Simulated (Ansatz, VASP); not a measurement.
# One calculation of SiNi, two programs

```
CELL_PARAMETERS angstrom
4.56335 0.00000 0.00000
0.00000 4.56335 0.00000
0.00000 0.00000 4.56335
ATOMIC_POSITIONS crystal
Si 0.65387 0.15387 0.34613
Si 0.15387 0.34613 0.65387
Si 0.34613 0.65387 0.15387
Si 0.84613 0.84613 0.84613
Ni 0.35221 0.85221 0.64779
Ni 0.85221 0.64779 0.35221
Ni 0.64779 0.35221 0.85221
Ni 0.14779 0.14779 0.14779
```

Alike in both runs: functional PBE; k mesh 8 × 8 × 8; occupations gaussian, width 0.1 eV; no spin polarisation.

Ansatz relaxed the structure, and its values are those at the end. VASP's run is a single point on that final structure, the one shown.

|  | VASP | Ansatz |
| --- | --- | --- |
| version | VASP 6.6.1 | Ansatz 0.2.0 |
| potentials or method | VASP PAW PBE potentials, release 64 (Si, Ni), cutoff 600 eV | scalar-relativistic, plane waves, PAW |
| valence electrons in the cell | 56 | 88 |

```csv
,VASP,Ansatz,Ansatz less VASP
gap on the k mesh at the Fermi level (eV),none,none,-
pressure (GPa),-4.9,-4.9,-0.05
```

A gap of «none» marks a metal or a gap that the smearing closes. The functional is the same, so the differences come from potentials, cutoffs and numerics. VASP's potentials hold 56 valence electrons a cell and Ansatz's 88, so a difference there can come from the potentials and not from the codes. Ansatz's warnings: stress scf threshold loose.
